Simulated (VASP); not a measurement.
# K3HgS2 (P6/mmm) in VASP: single point with PBE

Aim: the single point of K3HgS2 with PBE.

Program: VASP 6.6.1. These are calculated values, not measurements. Logs are shortened: lines on timing, memory, paths and dates and some standing lists are left out, and cuts for length are marked.

### 1 The cell of the first run

It takes space group P6/mmm (No. 191, hexagonal). The conventional cell has a = 8.699 Å, b = 8.699 Å, c = 3.772 Å, α = 90.00°, β = 90.00°, γ = 120.00°. K (site symmetry mmm) has 4 S at 3.14 Å and 2 K at 3.77 Å within 4.1 Å. Hg (site symmetry 6/mmm) has 2 Hg at 3.77 Å and 12 K at 4.74 Å and 6 S at 5.02 Å within 5.1 Å. Within 4.1 Å of S (site symmetry -6m2) lie 6 K at 3.14 Å and 2 S at 3.77 Å.

The cell was generated, and may not be a known phase.

### 2 Single point, PBE

Contents of INCAR:

```
ALGO     = Normal         # electronic algorithm
EDIFF    = 1E-6           # SCF threshold, eV
ENCUT    = 520            # plane-wave cutoff, eV
GGA      = PE             # functional
ISIF     = 2              # what is computed and relaxed
ISMEAR   = 0              # smearing method
LASPH    = T              # aspherical terms in the spheres
LCHARG   = T              # write CHGCAR
LELF     = T              # ELF
LREAL    = F              # projectors in reciprocal space
LVHAR    = T            
LWAVE    = F              # write WAVECAR
NBANDS   = 34             # bands
NELM     = 100            # most SCF steps
PREC     = Accurate       # precision mode
SIGMA    = 0.1            # smearing width, eV
```

Contents of KPOINTS:

```
k-points
0
Gamma
  6 6 10
```

Contents of POSCAR:

```
K3HgS2
1.0
    8.6992189678      0.0000000000      0.0000000000
   -4.3496094839      7.5337446192      0.0000000000
    0.0000000000      0.0000000000      3.7722431122
K Hg S
3 1 2
Direct
    0.5000000000      0.0000000000      0.5000000000
    0.5000000000      0.5000000000      0.5000000000
    0.0000000000      0.5000000000      0.5000000000
    0.0000000000      0.0000000000      0.0000000000
    0.3333333333      0.6666666667      0.0000000000
    0.6666666667      0.3333333333      0.0000000000
```

Potentials or basis: VASP PAW PBE potentials, release 64 (K_sv, Hg, S).

Run with:

```
cat potpaw_PBE.64/K_sv/POTCAR potpaw_PBE.64/Hg/POTCAR potpaw_PBE.64/S/POTCAR > POTCAR
mpirun -np 1 vasp_std > vasp.out
```

OUTCAR:

```text
EDIFF = 1E-6
   ENCUT = 520
   GGA = PE
   ISIF = 2
   ISMEAR = 0
   LASPH = T
   LREAL = F
   NELM = 100
   PREC = Accurate

 ion  position               nearest neighbor table
   1  0.500  0.000  0.500-   5 3.14   6 3.14   5 3.14   6 3.14
   2  0.500  0.500  0.500-   5 3.14   6 3.14   5 3.14   6 3.14
   3  0.000  0.500  0.500-   5 3.14   6 3.14   5 3.14   6 3.14
   4  0.000  0.000  0.000-
   5  0.333  0.667  0.000-   3 3.14   3 3.14   1 3.14   1 3.14   2 3.14   2 3.14
   6  0.667  0.333  0.000-   3 3.14   3 3.14   1 3.14   1 3.14   2 3.14   2 3.14

  LATTYP: Found a hexagonal cell.
 ALAT       =     8.6992189678
 C/A-ratio  =     0.4336300909

  Lattice vectors:

 A1 = (   8.6992189678,   0.0000000000,   0.0000000000)
 A2 = (  -4.3496094839,   7.5337446192,   0.0000000000)
 A3 = (   0.0000000000,   0.0000000000,   3.7722431122)

Analysis of symmetry for initial positions (statically):
=====================================================================
 Subroutine PRICEL returns:
 Original cell was already a primitive cell.

 Routine SETGRP: Setting up the symmetry group for a
 hexagonal supercell.

 Subroutine GETGRP returns: Found 24 space group operations
 (whereof 24 operations were pure point group operations)
 out of a pool of 24 trial point group operations.

The static configuration has the point symmetry D_6h.

Analysis of symmetry for dynamics (positions and initial velocities):
=====================================================================
 Subroutine PRICEL returns:
 Original cell was already a primitive cell.

 Routine SETGRP: Setting up the symmetry group for a
 hexagonal supercell.

 Subroutine GETGRP returns: Found 24 space group operations
 (whereof 24 operations were pure point group operations)
 out of a pool of 24 trial point group operations.

The dynamic configuration has the point symmetry D_6h.

 Subroutine INISYM returns: Found 24 space group operations
 (whereof 24 operations are pure point group operations),
 and found     1 'primitive' translations

----------------------------------------------------------------------------------------

                                     Primitive cell

  volume of cell :     247.2241

  direct lattice vectors                    reciprocal lattice vectors
     8.699218968  0.000000000  0.000000000     0.114952848  0.066368058  0.000000000
    -4.349609484  7.533744619  0.000000000     0.000000000  0.132736116  0.000000000
     0.000000000  0.000000000  3.772243112     0.000000000  0.000000000  0.265094261

  length of vectors
     8.699218968  8.699218968  3.772243112     0.132736116  0.132736116  0.265094261

  position of ions in fractional coordinates (direct lattice)
     0.500000000  0.000000000  0.500000000
     0.500000000  0.500000000  0.500000000
     0.000000000  0.500000000  0.500000000
     0.000000000  0.000000000  0.000000000
     0.333333333  0.666666667  0.000000000
     0.666666667  0.333333333  0.000000000

  ion indices of the primitive-cell ions
   primitive index   ion index
                 1           1
                 2           2
                 3           3
                 4           4
                 5           5
                 6           6

----------------------------------------------------------------------------------------

 KPOINTS: k-points

Automatic generation of k-mesh.
 Grid dimensions read from file:
 generate k-points for:    6    6   10

 Generating k-lattice:

  Cartesian coordinates                     Fractional coordinates (reciprocal lattice)
     0.019158808  0.011061343  0.000000000     0.166666667  0.000000000  0.000000000
     0.000000000  0.022122686  0.000000000     0.000000000  0.166666667  0.000000000
     0.000000000  0.000000000  0.026509426     0.000000000  0.000000000  0.100000000

  Length of vectors
     0.022122686  0.022122686  0.026509426

  Shift w.r.t. Gamma in fractional coordinates (k-lattice)
     0.000000000  0.000000000  0.000000000

 Subroutine IBZKPT returns following result:
 ===========================================

 Found     42 irreducible k-points:

 Following reciprocal coordinates:
            Coordinates               Weight
  0.000000  0.000000  0.000000      1.000000
  0.166667 -0.000000  0.000000      6.000000
  0.333333  0.000000  0.000000      6.000000
  0.500000  0.000000  0.000000      3.000000
  0.166667  0.166667  0.000000      6.000000
  0.333333  0.166667  0.000000     12.000000
[... 16 lines left out ...]
  0.166667 -0.000000  0.300000     12.000000
  0.333333  0.000000  0.300000     12.000000
 [... further k-points ...]
   k-points           NKPTS =     42   k-points in BZ     NKDIM =     42   number of bands    NBANDS=     34
   number of dos      NEDOS =    301   number of ions     NIONS =      6
   total plane-waves  NPLWV = 137200
   dimension x,y,z NGX =    70 NGY =   70 NGZ =   28
   dimension x,y,z NGXF=   140 NGYF=  140 NGZF=   56
   ions per type =               3   1   2
   NGX,Y,Z   is equivalent  to a cutoff of  13.38, 13.38, 12.34 a.u.
   NGXF,Y,Z  is equivalent  to a cutoff of  26.75, 26.75, 24.68 a.u.
 SYSTEM =  unknown system
   PREC   = accura    normal or accurate (medium, high low for compatibility)
   ISTART =      0    job   : 0-new  1-cont  2-samecut
   ICHARG =      2    charge: 1-file 2-atom 10-const
   ISPIN  =      1    spin polarized calculation?
   LNONCOLLINEAR =      F non collinear calculations
   LSORBIT =      F    spin-orbit coupling
   LASPH  =      T    aspherical Exc in radial PAW
   ENCUT  =  520.0 eV  38.22 Ry    6.18 a.u.  16.17 16.17  7.01*2*pi/ulx,y,z
   NELM   =    100;   NELMIN=  2; NELMDL= -5     # of ELM steps
   EDIFF  = 0.1E-05   stopping-criterion for ELM
   LREAL  =      F    real-space projection
   EDIFFG = 0.1E-04   stopping-criterion for IOM
   NSW    =      0    number of steps for IOM
   IBRION =     -1    ionic relax: 0-MD 1-quasi-New 2-CG
   NFREE  =      0    steps in history (QN), initial steepest desc. (CG)
   ISIF   =      2    stress and relaxation
   ISYM   =      2    0-nonsym 1-usesym 2-fastsym
   POTIM  = 0.5000    time-step for ionic-motion
   TEBEG  =    0.0;   TEEND  =   0.0 temperature during run
   PSTRESS=    0.0 pullay stress
   NELECT =      51.0000    total number of electrons
   NUPDOWN=      -1.0000    fix difference up-down
   EMIN   =  10.00;   EMAX   =-10.00  energy-range for DOS
   EFERMI =   0.00;   METHOD = LEGACY
   ISMEAR =     0;   SIGMA  =   0.10  broadening in eV -4-tet -1-fermi 0-gaus
   EFERMI_NEDOS =   21; number of points for ismear=-14 and -15
   IALGO  =     38    algorithm
   IMIX   =      4    mixing-type and parameters
     AMIX     =   0.40;   BMIX     =  1.00
     AMIX_MAG =   1.60;   BMIX_MAG =  1.00
  volume/ion in A,a.u.               =      41.20       278.06
  Fermi-wavevector in a.u.,A,eV,Ry     =   0.967315  1.827960 12.730950  0.935698
  Thomas-Fermi vector in A             =   2.097190
   LORBIT       =      0    0 simple, 1 ext, 2 COOP (PROOUT), +10 PAW based schemes
   GGA     = PE    functional components
   LHFCALC =     F    Hartree Fock is set to
   AEXX    =    0.0000 exact exchange contribution
   IVDW    =     0    specifies the selected vdW correction
   LEPSILON=     F    determine dielectric tensor
   LRPA    =     F    only Hartree local field effects (RPA)
 non-spin polarized calculation
 Gauss-broadening in eV      SIGMA  =   0.10
  energy-cutoff  :      520.00
  volume of cell :      247.22
 maximum number of plane-waves:      6714
 NGX is ok and might be reduce to    70
   NGX = 33   NGY = 33   NGZ = 15

 number of electron      51.0000002 magnetization

 Free energy of the ion-electron system (eV)
  ---------------------------------------------------
  ext. energy  EPLUGINS =         0.00000000
  ---------------------------------------------------
  free energy    TOTEN  =       -15.46413298 eV

  energy without entropy =      -15.44840179  energy(sigma->0) =      -15.45626738

 E-fermi :  -0.5385     XC(G=0):  -6.7811

 val. band max:       -0.5483589971   @ k =   0.1667  -0.0000   0.1000
 cond. band min:      -0.5297158751   @ k =   0.1667   0.1667   0.1000
 fundamental gap:      0.0186431220
 Fermi energy:        -0.5384676101

 k-point     1 :       0.0000    0.0000    0.0000
  band No.  band energies     occupation
      1     -29.9428      2.00000
      2     -29.9358      2.00000
      3     -29.9358      2.00000
      4     -13.6835      2.00000
      5     -13.5909      2.00000
      6     -13.5909      2.00000
[... 26 lines left out ...]
     33       4.9202      0.00000
     34       4.9202      0.00000

 k-point     2 :       0.1667   -0.0000    0.0000
  band No.  band energies     occupation
      1     -29.9424      2.00000
      2     -29.9362      2.00000
      3     -29.9358      2.00000
      4     -13.6664      2.00000
      5     -13.5905      2.00000
      6     -13.5878      2.00000
[... 26 lines left out ...]
     33       4.9233      0.00000
     34       4.9242      0.00000

 k-point     3 :       0.3333    0.0000    0.0000
  band No.  band energies     occupation
      1     -29.9414      2.00000
      2     -29.9373      2.00000
      3     -29.9358      2.00000
      4     -13.6234      2.00000
      5     -13.5866      2.00000
      6     -13.5796      2.00000
[... 26 lines left out ...]
     33       4.9315      0.00000
     34       5.2497      0.00000
[... 704 lines left out ...]
 k-point    23 :       0.1667   -0.0000    0.3000
  band No.  band energies     occupation
      1     -29.9274      2.00000
      2     -29.9217      2.00000
      3     -29.9213      2.00000
      4     -13.5888      2.00000
      5     -13.5658      2.00000
      6     -13.5634      2.00000
[... 26 lines left out ...]
     33       5.7416      0.00000
     34       5.9301      0.00000

 k-point    24 :       0.3333    0.0000    0.3000
  band No.  band energies     occupation
      1     -29.9264      2.00000
      2     -29.9227      2.00000
      3     -29.9213      2.00000
      4     -13.5779      2.00000
      5     -13.5653      2.00000
      6     -13.5563      2.00000
[... 26 lines left out ...]
     33       5.4010      0.00000
     34       5.6559      0.00000

 [... further k-points ...]

------------------------ aborting loop because EDIFF is reached ----------------------------------------

  FORCE on cell =-STRESS in cart. coord.  units (eV):
  Direction    XX          YY          ZZ          XY          YZ          ZX
  --------------------------------------------------------------------------------------
  -------------------------------------------------------------------------------------
  Total        0.0304302      0.0304302      0.0506290      0.0000000     -0.0000000      0.0000000
  in kB        0.1972080      0.1972080      0.3281100      0.0000000     -0.0000000      0.0000000
  external PRESSURE =       0.2408420 kB  Pullay stress =       0.0000000 kB

 VOLUME and BASIS-vectors are now :
 -----------------------------------------------------------------------------
  energy-cutoff  :      520.00
  volume of cell :      247.22
      direct lattice vectors                 reciprocal lattice vectors
     8.699218968  0.000000000  0.000000000     0.114952848  0.066368058  0.000000000
    -4.349609484  7.533744619  0.000000000     0.000000000  0.132736116  0.000000000
     0.000000000  0.000000000  3.772243112     0.000000000  0.000000000  0.265094261

 POSITION                                       TOTAL-FORCE (eV/Angst)
 -----------------------------------------------------------------------------------
      4.34961      0.00000      1.88612         0.000000      0.000000      0.000000
      2.17480      3.76687      1.88612         0.000000      0.000000      0.000000
     -2.17480      3.76687      1.88612         0.000000      0.000000      0.000000
      0.00000      0.00000      0.00000         0.000000      0.000000      0.000000
     -0.00000      5.02250      0.00000         0.000000      0.000000     -0.000000
      4.34961      2.51125      0.00000        -0.000000      0.000000      0.000000
 -----------------------------------------------------------------------------------
    total drift:                                0.000000      0.000000      0.000000

  FREE ENERGIE OF THE ION-ELECTRON SYSTEM (eV)
  ---------------------------------------------------
  free  energy   TOTEN  =       -15.4641329787 eV

  energy  without entropy=      -15.4484017900  energy(sigma->0) =      -15.45626738
```

Run time: 9.5 min. Hardware: 1 thread of AMD EPYC 7R13 (Zen 3), shared host; peak memory 0.55 GiB.

Results:

```
Free energy            : -15.4641 eV
Pressure               : 0.0 GPa
Band gap on the k mesh : zero (an odd number of electrons rules out a gap without spin polarisation)
```

Caveat: spin-orbit coupling is left out, which moves the levels of the heavy elements.
